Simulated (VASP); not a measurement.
LiF:

```
Li F
1.0
     2.55995    0.00000    0.00000
     0.00000    2.55995    0.00000
     0.00000    0.00000    2.55995
Li F
1 1
Cartesian
  0.0000 0.0000 0.0000
  1.2800 1.2800 1.2800
```

| Property | Result |
| --- | --- |
| Program | VASP 6.6.1 |
| Task | relaxation of cell and atoms |
| Functional | PBEsol |
| Potentials or basis | VASP PAW PBE potentials, release 64 (Li_sv, F) |
| Cutoff | 600 eV |
| k mesh | 10 × 10 × 10 |
| Occupations | fermi-dirac, width 0.02 eV |
| Spin | no spin polarisation |

At the start: pressure -3.5 GPa; volume 8.39 Å³/atom.

Problem. How do energy, volume and symmetry change on relaxing?

Solution. Over 4 steps the energy falls by 5.1 meV/atom and the volume is 7.95 Å³/atom (-5.2 %); space group Pm-3m (No. 221, to 0.05 Å).

Step by step:
```tsv
step	energy change (eV)	largest force (eV/Å)	pressure (GPa)	volume (Å³)
1	0.0000	0.0000	-3.51	16.78
2	-0.0076	0.0000	-1.86	16.33
3	-0.0101	0.0000	-0.32	15.97
4	-0.0101	0.0000	-0.01	15.90
```

Final structure:
```
Li F
1.0
     2.51477    0.00000    0.00000
     0.00000    2.51477    0.00000
     0.00000    0.00000    2.51477
Li F
1 1
Direct
  0.00000 0.00000 0.00000
  0.50000 0.50000 0.50000
```

Caveat: the cutoff is under 1.25 times the usual one of these potentials, so pressure, stress and relaxed cells hold a basis-set (Pulay) error; the PAW data sets were made with another functional, which shifts forces and pressure a little.
